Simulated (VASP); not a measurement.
# SiHgO4 (I-4) in VASP: single point with PBE

Aim: the single point of SiHgO4 with PBE.

All numbers are computed with VASP 6.6.1; they aren't measurements. Logs are shortened: lines on timing, memory, paths and dates and some standing lists are left out, and cuts for length are marked.

## 1. The cell of the first run

Symmetry: I-4, No. 82, tetragonal system. Conventional cell: a = 4.837 Å, b = 4.837 Å, c = 7.414 Å, α = 90.00°, β = 90.00°, γ = 90.00°. Within 2.3 Å of Hg (site symmetry -4) lie 4 O at 1.72 Å. Within 2.1 Å of Si (site symmetry -4) lie 4 O at 1.60 Å. Within 2.1 Å of O (site symmetry 1) lie 1 Si at 1.60 Å and 1 Hg at 1.72 Å.

## 2. Single point, PBE

Input file INCAR:

```
SYSTEM = SiHgO4
PREC     = Accurate       ! precision mode
ENCUT    = 520            ! plane-wave cutoff, eV
EDIFF    = 1E-6           ! SCF threshold, eV
ISMEAR   = -1             ! smearing method
SIGMA    = 0.1            ! smearing width, eV
LREAL    = .FALSE.        ! projectors in reciprocal space
LASPH    = .TRUE.         ! aspherical terms in the spheres
NELM     = 100            ! most SCF steps
ALGO     = Normal         ! electronic algorithm
ISIF     = 2              ! what is computed and relaxed
LWAVE    = .FALSE.        ! write WAVECAR
LCHARG   = .TRUE.         ! write CHGCAR
GGA      = PE             ! functional
LELF     = .TRUE.         ! ELF
LVHAR    = .TRUE.       
NBANDS   = 29             ! bands
```

Input file KPOINTS:

```
regular mesh
0
G
  5 5 5
  0 0 0
```

Input file POSCAR:

```
SiHgO4
1.0
    0.0000000000      4.8369830000      0.0000000000
    4.8369830000      0.0000000000      0.0000000000
    2.4184910000      2.4184910000     -3.7070140000
Hg Si O
1 1 4
Direct
    0.0000000000      0.0000000000      0.0000000000
    0.7500000000      0.2500000000      0.5000000000
    0.3910000000      0.2690000000      0.7380000000
    0.7310000000      0.1290000000      0.2620000000
    0.8710000000      0.9930000000      0.7380000000
    0.0070000000      0.6090000000      0.2620000000
```

Potentials or basis: VASP PAW PBE potentials, release 64 (Hg, Si, O).

Launch:

```
$ cat potpaw_PBE.64/Hg/POTCAR potpaw_PBE.64/Si/POTCAR potpaw_PBE.64/O/POTCAR > POTCAR
$ mpirun -np 1 vasp_std > vasp.out
```

OUTCAR:

```text
SYSTEM = SiHgO4
   PREC = Accurate
   ENCUT = 520
   EDIFF = 1E-6
   ISMEAR = -1
   LREAL = .FALSE.
   LASPH = .TRUE.
   NELM = 100
   ISIF = 2
   GGA = PE

 ion  position               nearest neighbor table
   1  0.000  0.000  0.000-   5 1.72   4 1.72   6 1.72   3 1.72   2 3.05   2 3.05   2 3.05   2 3.05

   2  0.750  0.250  0.500-   4 1.60   5 1.60   3 1.60   6 1.60   1 3.05   1 3.05   1 3.05   1 3.05

   3  0.391  0.269  0.738-   2 1.60   1 1.72
   4  0.731  0.129  0.262-   2 1.60   1 1.72
   5  0.871  0.993  0.738-   2 1.60   1 1.72
   6  0.007  0.609  0.262-   2 1.60   1 1.72

  LATTYP: Found a body centered tetragonal cell.
 ALAT       =     4.8369830000
 C/A-ratio  =     1.5327794206

  Lattice vectors:

 A1 = (  -2.4184910000,   2.4184920000,   3.7070140000)
 A2 = (   2.4184920000,  -2.4184910000,   3.7070140000)
 A3 = (   2.4184910000,   2.4184910000,  -3.7070140000)

Analysis of symmetry for initial positions (statically):
=====================================================================
 Subroutine PRICEL returns:
 Original cell was already a primitive cell.

 Routine SETGRP: Setting up the symmetry group for a
 body centered tetragonal supercell.

 Subroutine GETGRP returns: Found  4 space group operations
 (whereof  4 operations were pure point group operations)
 out of a pool of 16 trial point group operations.

The static configuration has the point symmetry S_4 .

Analysis of symmetry for dynamics (positions and initial velocities):
=====================================================================
 Subroutine PRICEL returns:
 Original cell was already a primitive cell.

 Routine SETGRP: Setting up the symmetry group for a
 body centered tetragonal supercell.

 Subroutine GETGRP returns: Found  4 space group operations
 (whereof  4 operations were pure point group operations)
 out of a pool of 16 trial point group operations.

The dynamic configuration has the point symmetry S_4 .

 Subroutine INISYM returns: Found  4 space group operations
 (whereof  4 operations are pure point group operations),
 and found     1 'primitive' translations

----------------------------------------------------------------------------------------

                                     Primitive cell

  volume of cell :      86.7308

  direct lattice vectors                    reciprocal lattice vectors
     0.000000000  4.836983000  0.000000000     0.000000000  0.206740441  0.134879420
     4.836983000  0.000000000  0.000000000     0.206740441  0.000000000  0.134879420
     2.418491000  2.418491000 -3.707014000     0.000000000  0.000000000 -0.269758895

  length of vectors
     4.836983000  4.836983000  5.043822978     0.246848269  0.246848269  0.269758895

  position of ions in fractional coordinates (direct lattice)
     0.000000000  0.000000000  0.000000000
     0.750000000  0.250000000  0.500000000
     0.391000000  0.269000000  0.738000000
     0.731000000  0.129000000  0.262000000
     0.871000000  0.993000000  0.738000000
     0.007000000  0.609000000  0.262000000

  ion indices of the primitive-cell ions
   primitive index   ion index
                 1           1
                 2           2
                 3           3
                 4           4
                 5           5
                 6           6

----------------------------------------------------------------------------------------

 KPOINTS: regular mesh

Automatic generation of k-mesh.
 Grid dimensions read from file:
 generate k-points for:    5    5    5

 Generating k-lattice:

  Cartesian coordinates                     Fractional coordinates (reciprocal lattice)
     0.000000000  0.041348088  0.026975884     0.200000000  0.000000000 -0.000000000
     0.041348088  0.000000000  0.026975884     0.000000000  0.200000000 -0.000000000
     0.000000000  0.000000000 -0.053951779     0.000000000  0.000000000  0.200000000

  Length of vectors
     0.049369654  0.049369654  0.053951779

  Shift w.r.t. Gamma in fractional coordinates (k-lattice)
     0.000000000  0.000000000  0.000000000

 Subroutine IBZKPT returns following result:
 ===========================================

 Found     21 irreducible k-points:

 Following reciprocal coordinates:
            Coordinates               Weight
  0.000000  0.000000  0.000000      1.000000
  0.200000  0.000000  0.000000      8.000000
  0.400000  0.000000  0.000000      8.000000
  0.200000  0.200000  0.000000      8.000000
  0.400000  0.200000  0.000000      8.000000
 -0.200000 -0.400000  0.000000      8.000000
[... 13 lines left out ...]
  0.000000  0.000000  0.400000      2.000000
 -0.200000  0.000000  0.400000      4.000000
   k-points           NKPTS =     21   k-points in BZ     NKDIM =     21   number of bands    NBANDS=     29
   number of dos      NEDOS =    301   number of ions     NIONS =      6
   total plane-waves  NPLWV =  51840
   dimension x,y,z NGX =    36 NGY =   36 NGZ =   40
   dimension x,y,z NGXF=    72 NGYF=   72 NGZF=   80
   ions per type =               1   1   4
   NGX,Y,Z   is equivalent  to a cutoff of  12.37, 12.37, 13.18 a.u.
   NGXF,Y,Z  is equivalent  to a cutoff of  24.75, 24.75, 26.37 a.u.
 SYSTEM =  SiHgO4
   PREC   = accura    normal or accurate (medium, high low for compatibility)
   ISTART =      0    job   : 0-new  1-cont  2-samecut
   ICHARG =      2    charge: 1-file 2-atom 10-const
   ISPIN  =      1    spin polarized calculation?
   LNONCOLLINEAR =      F non collinear calculations
   LSORBIT =      F    spin-orbit coupling
   LASPH  =      T    aspherical Exc in radial PAW
   ENCUT  =  520.0 eV  38.22 Ry    6.18 a.u.   8.99  8.99  9.38*2*pi/ulx,y,z
   NELM   =    100;   NELMIN=  2; NELMDL= -5     # of ELM steps
   EDIFF  = 0.1E-05   stopping-criterion for ELM
   LREAL  =      F    real-space projection
   EDIFFG = 0.1E-04   stopping-criterion for IOM
   NSW    =      0    number of steps for IOM
   IBRION =     -1    ionic relax: 0-MD 1-quasi-New 2-CG
   NFREE  =      0    steps in history (QN), initial steepest desc. (CG)
   ISIF   =      2    stress and relaxation
   ISYM   =      2    0-nonsym 1-usesym 2-fastsym
   POTIM  = 0.5000    time-step for ionic-motion
   TEBEG  =    0.0;   TEEND  =   0.0 temperature during run
   PSTRESS=    0.0 pullay stress
   NELECT =      40.0000    total number of electrons
   NUPDOWN=      -1.0000    fix difference up-down
   EMIN   =  10.00;   EMAX   =-10.00  energy-range for DOS
   EFERMI =   0.00;   METHOD = LEGACY
   ISMEAR =    -1;   SIGMA  =   0.10  broadening in eV -4-tet -1-fermi 0-gaus
   EFERMI_NEDOS =   21; number of points for ismear=-14 and -15
   IALGO  =     38    algorithm
   IMIX   =      4    mixing-type and parameters
     AMIX     =   0.40;   BMIX     =  1.00
     AMIX_MAG =   1.60;   BMIX_MAG =  1.00
  volume/ion in A,a.u.               =      14.46        97.55
  Fermi-wavevector in a.u.,A,eV,Ry     =   1.264844  2.390209 21.767021  1.599831
  Thomas-Fermi vector in A             =   2.398128
   LORBIT       =      0    0 simple, 1 ext, 2 COOP (PROOUT), +10 PAW based schemes
   GGA     = PE    functional components
   LHFCALC =     F    Hartree Fock is set to
   AEXX    =    0.0000 exact exchange contribution
   IVDW    =     0    specifies the selected vdW correction
   LEPSILON=     F    determine dielectric tensor
   LRPA    =     F    only Hartree local field effects (RPA)
 non-spin polarized calculation
  energy-cutoff  :      520.00
  volume of cell :       86.73
 maximum number of plane-waves:      2348
   NGX = 17   NGY = 17   NGZ = 19

 number of electron      40.0000006 magnetization

 Free energy of the ion-electron system (eV)
  ---------------------------------------------------
  ext. energy  EPLUGINS =         0.00000000
  ---------------------------------------------------
  free energy    TOTEN  =       -22.07710174 eV

  energy without entropy =      -21.84324667  energy(sigma->0) =      -21.96017420

 E-fermi :   1.5752     XC(G=0):  -9.0053

 val. band max:        1.5724198721   @ k =  -0.2000  -0.4000   0.2000
 cond. band min:       1.5812834108   @ k =  -0.4000   0.4000   0.0000
 fundamental gap:      0.0088635387
 Fermi energy:         1.5752322795

 k-point     1 :       0.0000    0.0000    0.0000
  band No.  band energies     occupation
      1     -19.6384      2.00000
      2     -18.1796      2.00000
      3     -18.1796      2.00000
      4     -18.1157      2.00000
      5      -8.4124      2.00000
      6      -8.3019      2.00000
[... 21 lines left out ...]
     28      13.2165      0.00000
     29      14.0195      0.00000

 k-point     2 :       0.2000    0.0000    0.0000
  band No.  band energies     occupation
      1     -19.5558      2.00000
      2     -18.2453      2.00000
      3     -18.1797      2.00000
      4     -18.1311      2.00000
      5      -9.0028      2.00000
      6      -8.1726      2.00000
[... 21 lines left out ...]
     28      13.1170      0.00000
     29      13.7081      0.00000

 k-point     3 :       0.4000    0.0000    0.0000
  band No.  band energies     occupation
      1     -19.3944      2.00000
      2     -18.3933      2.00000
      3     -18.1788      2.00000
      4     -18.1432      2.00000
      5      -9.4428      2.00000
      6      -8.2465      2.00000
[... 21 lines left out ...]
     28      12.8760      0.00000
     29      13.6037      0.00000

 k-point     4 :       0.2000    0.2000    0.0000
  band No.  band energies     occupation
      1     -19.4418      2.00000
      2     -18.3369      2.00000
      3     -18.1896      2.00000
      4     -18.1406      2.00000
      5      -9.3589      2.00000
      6      -8.2218      2.00000
[... 501 lines left out ...]
     28      13.3533      0.00000
     29      13.9650      0.00000

 k-point    20 :       0.0000    0.0000    0.4000
  band No.  band energies     occupation
      1     -19.2931      2.00000
      2     -18.4529      2.00000
      3     -18.1716      2.00000
      4     -18.1716      2.00000
      5      -9.8424      2.00000
      6      -8.3148      2.00000
[... 21 lines left out ...]
     28      13.7812      0.00000
     29      14.6830      0.00000

 k-point    21 :      -0.2000    0.0000    0.4000
  band No.  band energies     occupation
      1     -19.2411      2.00000
      2     -18.5098      2.00000
      3     -18.1763      2.00000
      4     -18.1653      2.00000
      5      -9.8338      2.00000
      6      -8.4243      2.00000
[... 21 lines left out ...]
     28      13.6012      0.00000
     29      14.2811      0.00000

------------------------ aborting loop because EDIFF is reached ----------------------------------------

  FORCE on cell =-STRESS in cart. coord.  units (eV):
  Direction    XX          YY          ZZ          XY          YZ          ZX
  --------------------------------------------------------------------------------------
  -------------------------------------------------------------------------------------
  Total       39.7268013     39.7268013     36.4402355      0.0000009      0.0000049      0.0000049
  in kB      733.8728682    733.8728682    673.1601659      0.0000165      0.0000908      0.0000908
  external PRESSURE =     713.6353008 kB  Pullay stress =       0.0000000 kB

 VOLUME and BASIS-vectors are now :
 -----------------------------------------------------------------------------
  energy-cutoff  :      520.00
  volume of cell :       86.73
      direct lattice vectors                 reciprocal lattice vectors
     0.000000000  4.836983000  0.000000000     0.000000000  0.206740441  0.134879420
     4.836983000  0.000000000  0.000000000     0.206740441  0.000000000  0.134879420
     2.418491000  2.418491000 -3.707014000     0.000000000  0.000000000 -0.269758895

 POSITION                                       TOTAL-FORCE (eV/Angst)
 -----------------------------------------------------------------------------------
      0.00000      0.00000      0.00000        -0.000000      0.000000      0.000000
      2.41849      4.83698     -1.85351        -0.000000      0.000000      0.000000
      3.08599      3.67611     -2.73578         6.081362     10.195701      7.469961
      1.25762      4.16948     -0.97124        10.195699     -6.081362     -7.469961
      6.58797      5.99786     -2.73578        -6.081360    -10.195699      7.469961
      3.57937      0.66750     -0.97124       -10.195701      6.081360     -7.469961
 -----------------------------------------------------------------------------------
    total drift:                               -0.000036     -0.000042     -0.000000

  FREE ENERGIE OF THE ION-ELECTRON SYSTEM (eV)
  ---------------------------------------------------
  free  energy   TOTEN  =       -22.0771017358 eV

  energy  without entropy=      -21.8432466672  energy(sigma->0) =      -21.96017420
```

It took 76 s on 1 thread of AMD EPYC 7R13 (Zen 3), shared host; peak memory 0.2 GiB.

Results:

```
Free energy            : -22.0771 eV
Pressure               : 71.4 GPa
Largest force          : 14.026 eV/Å
Band gap on the k mesh : zero (bands 20 and 21 overlap by 0.20 eV)
```

Forces in eV/Å, atoms in the order of the input:
```
Hg    0.000   0.000   0.000
Si    0.000   0.000   0.000
O     6.081  10.196   7.470
O    10.196  -6.081  -7.470
O    -6.081 -10.196   7.470
O   -10.196   6.081  -7.470
```

Levels at points of the mesh, in eV from the Fermi level:
| k point | band 18 | band 19 | band 20 | band 21 | band 22 | band 23 |
| --- | --- | --- | --- | --- | --- | --- |
| (0.00, 0.00, 0.00) | -1.67 | -0.12 | -0.05 | -0.05 | 3.42 | 8.63 |

Caveat: the stress differs along the axes, from 67 to 73 GPa; spin-orbit coupling is left out, which moves the levels of the heavy elements; forces of over 1 eV/Å act on the atoms, so gaps and moduli don't describe the material at rest.
